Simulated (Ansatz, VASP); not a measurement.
# Two plane-wave programs on TaN

File INCAR:

```
PREC = Accurate
ENCUT = 520
EDIFF = 1E-6
ISMEAR = 0
SIGMA = 0.15
LREAL = False
LASPH = True
NELM = 80
ALGO = Normal
ISIF = 2
LWAVE = False
LCHARG = True
GGA = PE
LELF = True
LVHAR = True
NBANDS = 24
```

Contents of KPOINTS:

```
Automatic mesh
0
Gamma
  15 15 8
```

File POSCAR:

```
TaN
1.0
    2.8781049112      0.0000000000      0.0000000000
   -1.4390524556      2.4925119678      0.0000000000
    0.0000000000      0.0000000000      5.9142266377
Ta N
2 2
Direct
   -0.0342829754      0.0000000000      0.0000000000
    0.0342829754      0.0000000000      0.5000000000
    0.3333333333      0.6666666667      0.2500000000
    0.6666666667      0.3333333333      0.7500000000
```

Input for Ansatz:

```yaml
crystal:
  lattice:
    - [2.8781049112, 0.0, 0.0]
    - [-1.4390524556, 2.4925119678, 0.0]
    - [0.0, 0.0, 5.9142266377]
  atoms:
    - { symbol: Ta, position: [-0.0342829754, 0.0, 0.0] }
    - { symbol: Ta, position: [0.0342829754, 0.0, 0.5] }
    - { symbol: "N", position: [0.3333333333, 0.6666666667, 0.25] }
    - { symbol: "N", position: [0.6666666667, 0.3333333333, 0.75] }
basis:
  ecutwfc: 520.0
kpoints:
  mp_grid: { grid: [15, 15, 8] }
hamiltonian:
  xc: pbe
  pseudopotentials: { kind: paw, azcp: { folder: soft_1 } }
scf:
  occupations: { method: gaussian, width: 0.15 }
output:
  forces: true
  stress: true
  eigenvalues: true
```

Change from the starting cell: mode 4 frozen in at -0.100 Å, equal normal strain along x and y -0.0133.

Alike in both runs: task single point; functional PBE; k mesh 15 × 15 × 8; occupations gaussian, width 0.15 eV; no spin polarisation.

|  | VASP | Ansatz |
| --- | --- | --- |
| version | VASP 6.6.1 | Ansatz 0.2.0 |
| potentials or method | VASP PAW PBE potentials, release 64 (Ta_pv, N), cutoff 520 eV | scalar-relativistic, plane waves, PAW |
| valence electrons in the cell | 32 | 36 |

Ansatz gave:

| Item | Value |
| --- | --- |
| gap on the k mesh at the Fermi level (eV) | none |
| pressure (GPa) | 10.5 |
| traceless stress, the component that is largest in VASP (GPa) | -3.87 |
| rms of the force components (eV/Å) | 0.570 |

Task: What did VASP give for the same quantities?

Result: gap on the k mesh at the Fermi level (eV): none; pressure (GPa): 11.4; traceless stress, the component that is largest in VASP (GPa): -3.77; rms of the force components (eV/Å): 0.573.

Atom by atom the forces differ by 0.003 eV/Å (rms over components). A gap of «none» marks a metal or a gap that the smearing closes. With one functional, cell and mesh, what is left measures potentials, basis and numerics. VASP's potentials hold 32 valence electrons a cell and Ansatz's 36, so a difference there can come from the potentials and not from the codes.

Spin-orbit coupling is off throughout.
